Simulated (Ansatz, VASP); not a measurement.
One calculation of Cu5Mo, two programs

```
CELL_PARAMETERS angstrom
2.62969 0.00000 0.00000
-1.31484 2.27738 0.00000
0.00000 0.00000 12.87300
ATOMIC_POSITIONS crystal
Cu 0.66667 0.33333 0.82249
Cu 0.33333 0.66667 0.66104
Cu 0.33333 0.66667 0.17751
Cu 0.66667 0.33333 0.33896
Cu 0.00000 0.00000 0.50000
Mo 0.00000 0.00000 0.00000
```

Alike in both runs: task single point; functional PBE; k mesh 6 × 6 × 2; occupations gaussian, width 0.1 eV; collinear spin.

```csv
,VASP,Ansatz
version,VASP 6.6.1,Ansatz 0.2.0
potentials or method,"VASP PAW PBE potentials, release 64 (Cu, Mo_sv), cutoff 520 eV","scalar-relativistic, plane waves, PAW"
valence electrons in the cell,69,109
```

Ansatz gave:

| Quantity | Value |
| --- | --- |
| gap on the k mesh at the Fermi level (eV) | none |
| pressure (GPa) | -0.4 |
| traceless stress, the component that is largest in VASP (GPa) | -2.89 |
| rms of the force components (eV/Å) | 0.014 |
| net moment per atom (μB) | 0.00 |

Task: Which values does VASP return?

Result: gap on the k mesh at the Fermi level (eV): none; pressure (GPa): 0.2; traceless stress, the component that is largest in VASP (GPa): -2.83; rms of the force components (eV/Å): 0.016; net moment per atom (μB): 0.00.

Atom by atom the forces differ by 0.003 eV/Å (rms over components). A gap of «none» marks a metal or a gap that the smearing closes. With one functional, cell and mesh, what is left measures potentials, basis and numerics. VASP's potentials hold 69 valence electrons a cell and Ansatz's 109, so a difference there can come from the potentials and not from the codes. Ansatz's warnings: seeded moment not kept.

The k mesh is coarse, so the values compare programs but aren't converged.
